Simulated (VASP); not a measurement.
A run of VASP 6.6.1 is set up as follows.

File INCAR:

```
ALGO = Normal
EDIFF = 1E-6
ENCUT = 520
GGA = PE
ISIF = 2
ISMEAR = 0
LASPH = T
LCHARG = F
LREAL = F
LWAVE = F
NBANDS = 18
NELM = 100
PREC = Accurate
SIGMA = 0.1
```

Contents of KPOINTS:

```
k-points
0
Gamma
  6 6 4
```

The input POSCAR:

```
TaTeP
1.0
    3.4781693378      0.0000000000      0.0000000000
    0.0000000000      3.4781693378      0.0000000000
    0.0000000000      0.0000000000      5.6926106169
Ta Te P
1 1 1
Direct
    0.5000000000      0.5000000000      0.5000000000
    0.5000000000      0.5000000000      0.0000000000
    0.0000000000      0.0000000000      0.5000000000
```

Potentials or basis: VASP PAW PBE potentials, release 64 (Ta_pv, Te, P).

Command:

```sh
$ cat potpaw_PBE.64/Ta_pv/POTCAR potpaw_PBE.64/Te/POTCAR potpaw_PBE.64/P/POTCAR > POTCAR
$ mpirun -np 1 vasp_std > vasp.out
```

Estimate the pressure.

0.0 GPa.

Predict the band gap on the k mesh.

zero (band 11 reaches 7.29 eV, above the bottom of band 12 at 4.80 eV).

Stress tensor (GPa, compression positive):
```
 0.13  0.00  0.00
 0.00  0.13  0.00
 0.00  0.00 -0.18
```

Caveat: spin-orbit coupling is left out, which moves the levels of the heavy elements.
